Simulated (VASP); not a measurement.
A run of VASP 6.6.1 is set up as follows.

Contents of INCAR:

```
SYSTEM = GaAsSe3
PREC = Accurate
ENCUT = 520
EDIFF = 1E-7
ISMEAR = 0
SIGMA = 0.1
LREAL = .FALSE.
LASPH = .TRUE.
NELM = 80
ALGO = Normal
ISIF = 2
LWAVE = .FALSE.
LCHARG = .FALSE.
GGA = PE
NBANDS = 26
```

Contents of KPOINTS:

```
regular mesh
0
G
  8 8 8
  0 0 0
```

POSCAR

```
GaAsSe3
1.0
    5.1060718353      0.0000000000      0.0000000000
    0.0000000000      5.1060718353      0.0000000000
    0.0000000000      0.0000000000      5.1060718353
Ga As Se
1 1 3
Direct
    0.0000000000      0.0000000000      0.0000000000
    0.5000000000      0.5000000000      0.5000000000
    0.0000000000      0.5000000000      0.5000000000
    0.5000000000      0.5000000000      0.0000000000
    0.5000000000      0.0000000000      0.5000000000
```

Potentials or basis: VASP PAW PBE potentials, release 64 (Ga_d, As, Se).

Run with:

```sh
$ cat potpaw_PBE.64/Ga_d/POTCAR potpaw_PBE.64/As/POTCAR potpaw_PBE.64/Se/POTCAR > POTCAR
$ mpirun -np 1 vasp_std > vasp.out
```

Task: What does it give for the band gap on the k mesh?

Result: Zero (band 18 reaches 3.05 eV, above the bottom of band 19 at 1.72 eV).

Task: Estimate the pressure.

Result: 0.1 GPa.
